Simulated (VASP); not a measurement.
Runs of VASP 6.6.1 on Re. The structure is that of space group Pm-3m (No. 221), or close to it. The cells are those of the table. 

```tsv
task	potentials or basis	cell	k mesh	cutoff (eV)	second run	gap on the mesh (eV)	pressure (GPa)
single point	VASP PAW PBE potentials, release 64 (Re)	a = 2.622 Å, 1 atom	14 × 14 × 14	520	-	none	-10.6
single point	VASP PAW PBE potentials, release 64 (Re)	a = 2.688 Å, 1 atom	14 × 14 × 14	520	-	none	(a)
relaxation of cell and atoms	VASP PAW PBE potentials, release 64 (Re_sv_GW)	relaxed from a = 2.514 Å, 1 atom	12 × 12 × 12	500	valence_matched	none	0.1
single point	VASP PAW PBE potentials, release 64 (Re)	a = 2.480 Å, 1 atom	14 × 14 × 14	520	-	none	40.6
single point	VASP PAW PBE potentials, release 64 (Re)	a = 2.553 Å, 1 atom	14 × 14 × 14	520	-	none	9.4
```

Alike in all rows: level revPBE; no spin polarisation; smearing fermi-dirac 0.1 eV.

Estimate the missing entries.

(a) -23.5.

Caveats: the PAW data sets were made with another functional, which shifts forces and pressure a little; spin-orbit coupling is left out, which moves the levels of the heavy elements.

A k mesh can miss the band edges, and the runs leave out spin-orbit coupling on Re.

A gap of «none» marks levels without a gap at the run's occupations.

The runs don't all hold the same shells in valence.
